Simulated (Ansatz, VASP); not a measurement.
# One calculation of K, two programs

Contents of INCAR:

```
PREC = Accurate ; ENCUT = 520
EDIFF = 1E-6 ; ISMEAR = -1
SIGMA = 1.0 ; LREAL = F
LASPH = T ; NELM = 60
ALGO = Normal ; ISIF = 2
LWAVE = F ; LCHARG = F
GGA = PE ; NBANDS = 10
```

KPOINTS

```
Automatic mesh
0
Gamma
  9 9 9
```

POSCAR

```
K
1.0
   -2.6417142217      2.6417142217      2.6417142217
    2.6417142217     -2.6417142217      2.6417142217
    2.6417142217      2.6417142217     -2.6417142217
K
1
Direct
    0.0000000000      0.0000000000      0.0000000000
```

Input for Ansatz:

```yaml
crystal:
  lattice:
    - [-2.6417142217, 2.6417142217, 2.6417142217]
    - [2.6417142217, -2.6417142217, 2.6417142217]
    - [2.6417142217, 2.6417142217, -2.6417142217]
  atoms:
    - { symbol: K, position: [0.0, 0.0, 0.0] }
hamiltonian:
  xc: pbe
  pseudopotentials:
    kind: paw
    azcp:
      K: "pseudopotentials/K.paw.azcp"
basis:
  ecutwfc: 420
  fft_grid_basis: typed
kpoints:
  mp_grid: { grid: [9, 9, 9], shift: [0, 0, 0] }
magnetization:
  spin_polarized: false
scf:
  occupations: { method: fermi_dirac, width: 1.0 }
  lower_state_search: "off"
output:
  stress: true
  write_density: true
  write_potential: true
  elf: true
  volumetric_format: npy
```

Alike in both runs: task single point; functional PBE; k mesh 9 × 9 × 9; occupations fermi-dirac, width 1 eV; no spin polarisation.

|  | VASP | Ansatz |
| --- | --- | --- |
| version | VASP 6.6.1 | Ansatz 0.2.0 |
| potentials or method | VASP PAW PBE potentials, release 64 (K_sv), cutoff 520 eV | plane waves (420 eV) with PAW, scalar-relativistic |
| valence electrons in the cell | 9 | 9 |

|  | VASP | Ansatz | Ansatz less VASP |
| --- | --- | --- | --- |
| pressure (GPa) | 0.8 | 0.8 | +0.03 |
